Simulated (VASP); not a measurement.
# Bi2Pd3Br (P4/mmm) in VASP: a series of runs, part 2 of 2

VASP 6.6.1. Earlier steps stand in the parts before.

### Step 4. Relaxation of cell and atoms, PBE

This run uses another cell than the first one, of 24.80 Å³/atom.

The input, INCAR:

```
SYSTEM = Bi2Pd3Br
PREC = Accurate
ENCUT = 600
EDIFF = 1E-6
ISMEAR = 0
SIGMA = 0.2
LREAL = .FALSE.
LASPH = .TRUE.
NELM = 100
ALGO = Normal
ISIF = 3
LWAVE = .FALSE.
LCHARG = .FALSE.
GGA = PE
IBRION = 2
NSW = 36
EDIFFG = -0.08
```

The input, KPOINTS:

```
regular mesh
0
G
  4 4 2
  0 0 0
```

The input, POSCAR:

```
Bi2Pd3Br
1.0
    4.3195906500      0.0000000000      0.0000000000
    0.0000000000      4.3195906500      0.0000000000
    0.0000000000      0.0000000000      7.9759707600
Bi Pd Br
2 3 1
Direct
    0.5000000000      0.5000000000      0.7576050900
    0.5000000000      0.5000000000      0.2423949100
    0.0000000000      0.0000000000      0.5000000000
    0.0000000000      0.0000000000      0.2368543500
    0.0000000000      0.0000000000      0.7631456500
    0.0000000000      0.0000000000      0.0000000000
```

Potentials or basis: VASP PAW PBE potentials, release 64 (Bi_d, Pd, Br).

Command:

```console
cat potpaw_PBE.64/Bi_d/POTCAR potpaw_PBE.64/Pd/POTCAR potpaw_PBE.64/Br/POTCAR > POTCAR
mpirun -np 1 vasp_std > vasp.out
```

OUTCAR:

```text
SYSTEM = Bi2Pd3Br
   PREC = Accurate
   ENCUT = 600
   EDIFF = 1E-6
   ISMEAR = 0
   LREAL = .FALSE.
   LASPH = .TRUE.
   NELM = 100
   ISIF = 3
   GGA = PE
   IBRION = 2
   NSW = 36
   EDIFFG = -0.08

 ion  position               nearest neighbor table
   1  0.500  0.500  0.758-   5 3.05   5 3.05   5 3.05   5 3.05   3 3.68   3 3.68   3 3.68   3 3.68
                             2 3.87
   2  0.500  0.500  0.242-   4 3.05   4 3.05   4 3.05   4 3.05   3 3.68   3 3.68   3 3.68   3 3.68
                             1 3.87
   3  0.000  0.000  0.500-   4 2.10   5 2.10   1 3.68   2 3.68   1 3.68   2 3.68   1 3.68   2 3.68
                             1 3.68   2 3.68
   4  0.000  0.000  0.237-   6 1.89   3 2.10   2 3.05   2 3.05   2 3.05   2 3.05
   5  0.000  0.000  0.763-   6 1.89   3 2.10   1 3.05   1 3.05   1 3.05   1 3.05
   6  0.000  0.000  0.000-   4 1.89   5 1.89

  LATTYP: Found a simple tetragonal cell.
 ALAT       =     4.3195906500
 C/A-ratio  =     1.8464644931

  Lattice vectors:

 A1 = (   4.3195906500,   0.0000000000,   0.0000000000)
 A2 = (   0.0000000000,   4.3195906500,   0.0000000000)
 A3 = (   0.0000000000,   0.0000000000,   7.9759707600)

Analysis of symmetry for initial positions (statically):
=====================================================================
 Subroutine PRICEL returns:
 Original cell was already a primitive cell.

 Routine SETGRP: Setting up the symmetry group for a
 simple tetragonal supercell.

 Subroutine GETGRP returns: Found 16 space group operations
 (whereof 16 operations were pure point group operations)
 out of a pool of 16 trial point group operations.

The static configuration has the point symmetry D_4h.

Analysis of symmetry for dynamics (positions and initial velocities):
=====================================================================
 Subroutine PRICEL returns:
 Original cell was already a primitive cell.

 Routine SETGRP: Setting up the symmetry group for a
 simple tetragonal supercell.

 Subroutine GETGRP returns: Found 16 space group operations
 (whereof 16 operations were pure point group operations)
 out of a pool of 16 trial point group operations.

The dynamic configuration has the point symmetry D_4h.

 Subroutine INISYM returns: Found 16 space group operations
 (whereof 16 operations are pure point group operations),
 and found     1 'primitive' translations

----------------------------------------------------------------------------------------

                                     Primitive cell

  volume of cell :     148.8225

  direct lattice vectors                    reciprocal lattice vectors
     4.319590650  0.000000000  0.000000000     0.231503418  0.000000000  0.000000000
     0.000000000  4.319590650  0.000000000     0.000000000  0.231503418  0.000000000
     0.000000000  0.000000000  7.975970760     0.000000000  0.000000000  0.125376588

  length of vectors
     4.319590650  4.319590650  7.975970760     0.231503418  0.231503418  0.125376588

  position of ions in fractional coordinates (direct lattice)
     0.500000000  0.500000000  0.757605090
     0.500000000  0.500000000  0.242394910
     0.000000000  0.000000000  0.500000000
     0.000000000  0.000000000  0.236854350
     0.000000000  0.000000000  0.763145650
     0.000000000  0.000000000  0.000000000

  ion indices of the primitive-cell ions
   primitive index   ion index
                 1           1
[... 28 lines left out ...]
 ===========================================

 Found     12 irreducible k-points:

 Following reciprocal coordinates:
            Coordinates               Weight
  0.000000  0.000000  0.000000      1.000000
  0.250000  0.000000  0.000000      4.000000
  0.500000  0.000000  0.000000      2.000000
  0.250000  0.250000  0.000000      4.000000
  0.500000  0.250000  0.000000      4.000000
  0.500000  0.500000  0.000000      1.000000
  0.000000  0.000000  0.500000      1.000000
  0.250000  0.000000  0.500000      4.000000
  0.500000  0.000000  0.500000      2.000000
  0.250000  0.250000  0.500000      4.000000
  0.500000  0.250000  0.500000      4.000000
  0.500000  0.500000  0.500000      1.000000
   k-points           NKPTS =     12   k-points in BZ     NKDIM =     12   number of bands    NBANDS=     40
   number of dos      NEDOS =    301   number of ions     NIONS =      6
   total plane-waves  NPLWV =  82944
   dimension x,y,z NGX =    36 NGY =   36 NGZ =   64
   dimension x,y,z NGXF=    72 NGYF=   72 NGZF=  128
   ions per type =               2   3   1
   NGX,Y,Z   is equivalent  to a cutoff of  13.86, 13.86, 13.34 a.u.
   NGXF,Y,Z  is equivalent  to a cutoff of  27.71, 27.71, 26.68 a.u.
 SYSTEM =  Bi2Pd3Br
   PREC   = accura    normal or accurate (medium, high low for compatibility)
   ISTART =      0    job   : 0-new  1-cont  2-samecut
   ICHARG =      2    charge: 1-file 2-atom 10-const
   ISPIN  =      1    spin polarized calculation?
   LNONCOLLINEAR =      F non collinear calculations
   LSORBIT =      F    spin-orbit coupling
   LASPH  =      T    aspherical Exc in radial PAW
   ENCUT  =  600.0 eV  44.10 Ry    6.64 a.u.   8.63  8.63 15.93*2*pi/ulx,y,z
   NELM   =    100;   NELMIN=  2; NELMDL= -5     # of ELM steps
   EDIFF  = 0.1E-05   stopping-criterion for ELM
   LREAL  =      F    real-space projection
   EDIFFG = -.8E-01   stopping-criterion for IOM
   NSW    =     36    number of steps for IOM
   IBRION =      2    ionic relax: 0-MD 1-quasi-New 2-CG
   NFREE  =      1    steps in history (QN), initial steepest desc. (CG)
   ISIF   =      3    stress and relaxation
   ISYM   =      2    0-nonsym 1-usesym 2-fastsym
   POTIM  = 0.5000    time-step for ionic-motion
   TEBEG  =    0.0;   TEEND  =   0.0 temperature during run
   PSTRESS=    0.0 pullay stress
   NELECT =      67.0000    total number of electrons
   NUPDOWN=      -1.0000    fix difference up-down
   EMIN   =  10.00;   EMAX   =-10.00  energy-range for DOS
   EFERMI =   0.00;   METHOD = LEGACY
   ISMEAR =     0;   SIGMA  =   0.20  broadening in eV -4-tet -1-fermi 0-gaus
   EFERMI_NEDOS =   21; number of points for ismear=-14 and -15
   IALGO  =     38    algorithm
   IMIX   =      4    mixing-type and parameters
     AMIX     =   0.40;   BMIX     =  1.00
     AMIX_MAG =   1.60;   BMIX_MAG =  1.00
  volume/ion in A,a.u.               =      24.80       167.38
  Fermi-wavevector in a.u.,A,eV,Ry     =   1.254710  2.371059 21.419629  1.574298
  Thomas-Fermi vector in A             =   2.388502
   LORBIT       =      0    0 simple, 1 ext, 2 COOP (PROOUT), +10 PAW based schemes
   GGA     = PE    functional components
   LHFCALC =     F    Hartree Fock is set to
   AEXX    =    0.0000 exact exchange contribution
   IVDW    =     0    specifies the selected vdW correction
   LEPSILON=     F    determine dielectric tensor
   LRPA    =     F    only Hartree local field effects (RPA)
 conjugate gradient relaxation of ions
 non-spin polarized calculation
 Gauss-broadening in eV      SIGMA  =   0.20
  energy-cutoff  :      600.00
  volume of cell :      148.82
 maximum number of plane-waves:      4992
 NGX is ok and might be reduce to    36
   NGX = 17   NGY = 17   NGZ = 31

--------------------------------------- Ionic step        1  -------------------------------------------

 number of electron      67.0000004 magnetization

 Free energy of the ion-electron system (eV)
  ---------------------------------------------------
  ext. energy  EPLUGINS =         0.00000000
  ---------------------------------------------------
  free energy    TOTEN  =       -13.91430064 eV

  energy without entropy =      -13.80539754  energy(sigma->0) =      -13.85984909

------------------------ aborting loop because EDIFF is reached ----------------------------------------

  FORCE on cell =-STRESS in cart. coord.  units (eV):
  Direction    XX          YY          ZZ          XY          YZ          ZX
  --------------------------------------------------------------------------------------
  -------------------------------------------------------------------------------------
  Total       -1.6917461     -1.6917461     92.4358281      0.0000000      0.0000000     -0.0000000
  in kB      -18.2128126    -18.2128126    995.1354114      0.0000000      0.0000000     -0.0000000
  external PRESSURE =     319.5699287 kB  Pullay stress =       0.0000000 kB
[... 1150 lines left out ...]
     39       7.2680      0.00000
     40       8.7965      0.00000

[... ionic steps 4 to 33 ...]

--------------------------------------- Ionic step       34  -------------------------------------------

 number of electron      66.9999999 magnetization

------------------------ aborting loop because EDIFF is reached ----------------------------------------
[... 75 lines left out ...]
--------------------------------------- Ionic step       36  -------------------------------------------

 number of electron      67.0000000 magnetization

 Free energy of the ion-electron system (eV)
  ---------------------------------------------------
  ext. energy  EPLUGINS =         0.00000000
  ---------------------------------------------------
  free energy    TOTEN  =       -26.00822277 eV

  energy without entropy =      -25.94734383  energy(sigma->0) =      -25.97778330

 E-fermi :   5.9045     XC(G=0): -10.2830

 val. band max:        5.8976350281   @ k =   0.5000   0.5000   0.0000
 cond. band min:       5.9789759672   @ k =   0.0000   0.0000   0.0000
 fundamental gap:      0.0813409391
 Fermi energy:         5.9045406194
[... 547 lines left out ...]
  FREE ENERGIE OF THE ION-ELECTRON SYSTEM (eV)
  ---------------------------------------------------
  free  energy   TOTEN  =       -26.0082227712 eV

  energy  without entropy=      -25.9473438307  energy(sigma->0) =      -25.97778330

 reached required accuracy - stopping structural energy minimisation
```

Run time: 27 min. Hardware: 1 thread of Oxide Virtual Turin-like, shared host; peak memory 0.31 GiB.

Results:

| Property | Result |
| --- | --- |
| Free energy | -26.0082 eV |
| Relaxed volume | 24.52 Å³/atom |
| Relaxed cell | a = 3.729 Å, b = 3.729 Å, c = 10.582 Å, α = 90.00°, β = 90.00°, γ = 90.00° |
| Space group after relaxing (to 0.1 Å) | P4/mmm (No. 123) |
| Energy gained by relaxing | 2015.7 meV/atom |
| Ionic steps | 36 |
| Pressure after relaxing | 0.0 GPa |
| Largest force after relaxing | 0.051 eV/Å |
| Band gap on the k mesh | zero (an odd number of electrons rules out a gap without spin polarisation) |

Forces in eV/Å, atoms in the order of the input:
```
Bi   0.000  0.000  0.051
Bi   0.000  0.000 -0.051
Pd   0.000  0.000  0.000
Pd   0.000  0.000  0.014
Pd   0.000  0.000 -0.014
Br   0.000  0.000  0.000
```

Step by step:
| step | energy change (eV) | largest force (eV/Å) | pressure (GPa) | volume (Å³) |
| --- | --- | --- | --- | --- |
| 1 | 0.0000 | 7.6430 | 31.96 | 148.82 |
| 2 | -5.9738 | 0.2389 | -8.73 | 252.42 |
| 3 | -6.7389 | 0.2272 | -8.42 | 238.98 |
| 4 | -7.2338 | 0.2476 | -8.44 | 229.35 |
| 5 | -8.4609 | 1.6816 | -5.14 | 189.53 |
| 6 | -8.4530 | 1.2447 | -6.49 | 196.22 |
| 7 | -8.4733 | 1.4340 | -5.93 | 193.21 |
| 8 | -9.8852 | 0.6884 | -2.41 | 167.96 |
| 9 | -9.9594 | 0.5528 | -0.48 | 162.38 |
| 10 | -9.9592 | 0.5379 | -0.25 | 161.77 |
| 11 | -10.0234 | 0.5718 | 0.14 | 160.16 |
| 12 | -10.1551 | 0.8391 | 1.67 | 155.30 |
| 13 | -9.7509 | 1.6041 | 7.26 | 145.47 |
| 14 | -10.1424 | 0.8825 | 2.11 | 154.26 |
| 15 | -10.1735 | 0.9174 | 1.91 | 154.52 |
| 16 | -10.2595 | 1.0427 | 1.28 | 155.30 |
| 17 | -10.3998 | 1.2733 | 0.03 | 156.87 |
| 18 | -10.4056 | 2.0047 | -1.10 | 160.02 |
| 19 | -10.4620 | 1.3667 | -0.67 | 158.20 |
| 20 | -10.5523 | 1.3758 | -0.95 | 158.36 |
| 21 | -10.7955 | 1.3412 | -1.74 | 158.80 |
| 22 | -11.0764 | 2.1194 | -2.94 | 159.60 |
| 23 | -11.4863 | 1.5855 | -2.57 | 155.11 |
| 24 | -11.8357 | 0.8555 | -1.02 | 147.98 |
| 25 | -11.8681 | 0.5871 | 0.09 | 144.88 |
| 26 | -11.8684 | 0.6120 | -0.03 | 145.18 |
| 27 | -11.9227 | 0.6033 | 0.21 | 144.77 |
| 28 | -12.0269 | 0.5425 | 1.33 | 143.46 |
| 29 | -11.7680 | 1.4716 | 5.48 | 140.52 |
| 30 | -12.0315 | 0.5640 | 1.65 | 143.12 |
| 31 | -12.0753 | 0.2996 | -0.03 | 146.54 |
| 32 | -12.0789 | 0.2031 | -0.65 | 147.99 |
| 33 | -12.0883 | 0.1431 | -0.29 | 147.44 |
| 34 | -12.0905 | 0.1337 | 0.02 | 147.03 |
| 35 | -12.0924 | 0.1044 | 0.02 | 147.06 |
| 36 | -12.0939 | 0.0511 | 0.01 | 147.11 |

Final structure:
```cif
data_structure
_symmetry_space_group_name_H-M 'P 1'
_symmetry_Int_Tables_number 1
_cell_length_a 3.7286
_cell_length_b 3.7286
_cell_length_c 10.5821
_cell_angle_alpha 90.000
_cell_angle_beta 90.000
_cell_angle_gamma 90.000
_cell_volume 147.11
loop_
_atom_site_label
_atom_site_type_symbol
_atom_site_fract_x
_atom_site_fract_y
_atom_site_fract_z
_atom_site_occupancy
Bi1 Bi 0.50000 0.50000 0.65689 1
Bi2 Bi 0.50000 0.50000 0.34311 1
Pd1 Pd 0.00000 0.00000 0.50000 1
Pd2 Pd 0.00000 0.00000 0.23513 1
Pd3 Pd 0.00000 0.00000 0.76487 1
Br1 Br 0.00000 0.00000 0.00000 1
```

Levels at points of the mesh, in eV from the Fermi level:
```csv
k point,band 31,band 32,band 33,band 34,band 35,band 36,band 37,band 38
"(0.00, 0.00, 0.00)",-0.76,0.07,1.50,1.50,2.15,2.19,2.75,2.75
"(0.50, 0.00, 0.00)",-1.17,-1.07,-0.96,-0.27,1.42,2.78,4.16,4.19
"(0.50, 0.50, 0.00)",-0.54,-0.38,-0.38,-0.01,-0.01,0.72,1.76,1.83
"(0.00, 0.00, 0.50)",-0.40,0.15,1.04,1.23,1.23,2.80,2.94,2.94
"(0.50, 0.00, 0.50)",-1.45,-1.09,-0.84,-0.19,1.71,4.16,4.19,4.25
"(0.50, 0.50, 0.50)",-1.15,-1.15,-0.33,0.52,0.52,0.74,1.58,1.77
```

Caveat: the k points lie up to 0.42 Å⁻¹ apart in the final cell, too coarse for converged energies and pressures of a metal; a cell axis changed by over 15 % at a fixed basis, so the end point is rough; spin-orbit coupling is left out, which moves the levels of the heavy elements; an odd number of electrons without spin polarisation forces a metal; a magnetic or distorted state may lie lower; the relaxation stopped at a loose force limit of 0.08 eV/Å, so its end isn't a converged minimum.

### Step 5. The runs side by side

| task | cell | k mesh | cutoff (eV) | smearing | gap on the mesh (eV) | pressure (GPa) | largest force (eV/Å) |
| --- | --- | --- | --- | --- | --- | --- | --- |
| single point | a = 3.692, b = 3.692, c = 10.692 Å, 6 atoms, atomic positions A | 8 × 8 × 4 | 520 | gaussian 0.1 eV | none | 0.0 | - |
| single point | a = 3.693, b = 3.693, c = 10.691 Å, 6 atoms, atomic positions A | 8 × 8 × 4 | 520 | gaussian 0.1 eV | none | 0.0 | 0.01 |
| relaxation of cell and atoms | relaxed from a = 4.320, b = 4.320, c = 7.976 Å, 6 atoms, atomic positions B | 4 × 4 × 2 | 600 | gaussian 0.2 eV | none | 0.0 | 0.05 |

Alike in all rows: level PBE; potentials or basis VASP PAW PBE potentials, release 64 (Bi_d, Pd, Br); no spin polarisation.

Caveats: some runs use coarse meshes; spin-orbit coupling is left out, which moves the levels of the heavy elements; an odd number of electrons without spin polarisation forces a metal; a magnetic or distorted state may lie lower; a cell axis changed by over 15 % at a fixed basis, so the end point is rough (at least some runs); the relaxation stopped at a loose force limit of 0.08 eV/Å, so its end isn't a converged minimum (at least some runs).

Total energies depend on the potentials used, so only differences within one code and one set of settings carry meaning.

The gap in the log of VASP goes by the Fermi energy; the results here count the filled bands.